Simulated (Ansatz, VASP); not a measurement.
**Hf: VASP beside Ansatz**

```
Hf
1.0
    -1.57946    2.73570    0.00000
     0.00000    0.00000    4.99859
     4.73837    2.73570    0.00000
Hf
4
Direct
  0.50000 0.25000 0.16667
  0.00000 0.25000 0.66667
  0.00000 0.75000 0.33333
  0.50000 0.75000 0.83333
```

Alike in both runs: task single point; functional PBEsol; k mesh 10 × 7 × 6; occupations fermi-dirac, width 0.05 eV; no spin polarisation.

|  | VASP | Ansatz |
| --- | --- | --- |
| version | VASP 6.6.1 | Ansatz 0.2.0 |
| potentials or method | VASP PAW PBE potentials, release 64 (Hf_pv) | PAW with Ansatz's default frozen-core files, scalar-relativistic |
| plane-wave cutoff (eV) | 520 | 420 |
| valence electrons in the cell | 40 | 104 |

```tsv
	VASP	Ansatz	Ansatz less VASP
pressure (GPa)	-0.4	-0.1	+0.38
traceless stress, the component that is largest in VASP (GPa)	-0.22	-0.15	+0.069
```

VASP's potentials were made for PBE, not for PBEsol. VASP's potentials hold 40 valence electrons a cell and Ansatz's 104, so a difference there can come from the potentials and not from the codes.

Neither program's run includes spin-orbit coupling.
